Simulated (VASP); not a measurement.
CuO, 4 atoms in the cell. The structure is orthorhombic, space group Cccm (No. 66). Conventional cell: a = 3.982 Å, b = 4.307 Å, c = 5.156 Å, α = 90.00°, β = 90.00°, γ = 90.00°. Within 2.6 Å of Cu (site symmetry 2/m) lie 4 O at 1.95 Å. O (site symmetry 222) has 4 Cu at 1.95 Å and 2 O at 2.58 Å within 2.6 Å. 

```yaml
Program: VASP 6.6.1
Task: single point
Functional: PBE
Potentials_or_basis: VASP PAW PBE potentials, release 64 (Cu, O)
Cutoff: 520 eV
k_mesh: 9 × 9 × 5
Occupations: fermi-dirac, width 0.05 eV
Spin: no spin polarisation
Hubbard_terms: Cu d U = 6.0 eV
Dipole_correction: no
Further_INCAR_settings: ALGO = Normal; EDIFF = 1e-06; NBANDS = 25
```

Potentials or basis: VASP PAW PBE potentials, release 64 (Cu, O).

The run is started by

```console
$ cat potpaw_PBE.64/Cu/POTCAR potpaw_PBE.64/O/POTCAR > POTCAR
$ mpirun -np 1 vasp_std > vasp.out
```

Hardware: 1 thread of Intel(R) Xeon(R) Platinum 8559C (Emerald Rapids) (shared host).

Task: Estimate the wall time of this run.

Result: Wall time 40 s on 1 thread of Intel(R) Xeon(R) Platinum 8559C (Emerald Rapids) (shared host), peak memory 0.2 GiB. Counts: scf iterations 14, k points 75.
